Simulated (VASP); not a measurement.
**InSe: single point with PBE+D3(BJ)**

The system is InSe, a slab with vacuum.

```xyz
4
Lattice="4.0940 0.0000 0.0000 -2.0470 3.5455 0.0000 0.0000 0.0000 36.7200" Properties=species:S:1:pos:R:3 pbc="T T T"
Se    0.0000    0.0000   15.4920
Se    0.0000    0.0000   21.2270
In    2.0470    1.1818   16.8715
In    2.0470    1.1818   19.8474
```

| Item | Value |
| --- | --- |
| Program | VASP 6.6.1 |
| Task | single point |
| Functional | PBE |
| Dispersion | D3(BJ) |
| Potentials or basis | VASP PAW PBE potentials, release 64 (Se, In_d) |
| Cutoff | 520 eV |
| k mesh | 9 × 9 × 1 |
| Occupations | gaussian, width 0.02 eV |
| Spin | no spin polarisation |

* Largest force: 0.717 eV/Å
* Band gap on the k mesh: 1.50 eV (least direct gap 1.56 eV)
* Dispersion energy per atom: -0.205 eV

Forces in eV/Å, atoms in the order of the input:
```
Se   0.000  0.000  0.717
Se   0.000  0.000 -0.717
In   0.000  0.000 -0.048
In   0.000  0.000  0.048
```

Levels at points of the mesh, in eV from the valence-band top:
```
           k point  band 16  band 17  band 18  band 19  band 20  band 21  band 22  band 23
(0.00, 0.00, 0.00)    -0.24    -0.20    -0.20    -0.07     1.50     2.82     5.19     5.19
```

It took 7.8 min on 1 thread of Intel Xeon 8259CL, with other jobs on the host, peak memory 0.6 GiB.

Caveat: spin-orbit coupling is left out, which moves the levels of the heavy elements.
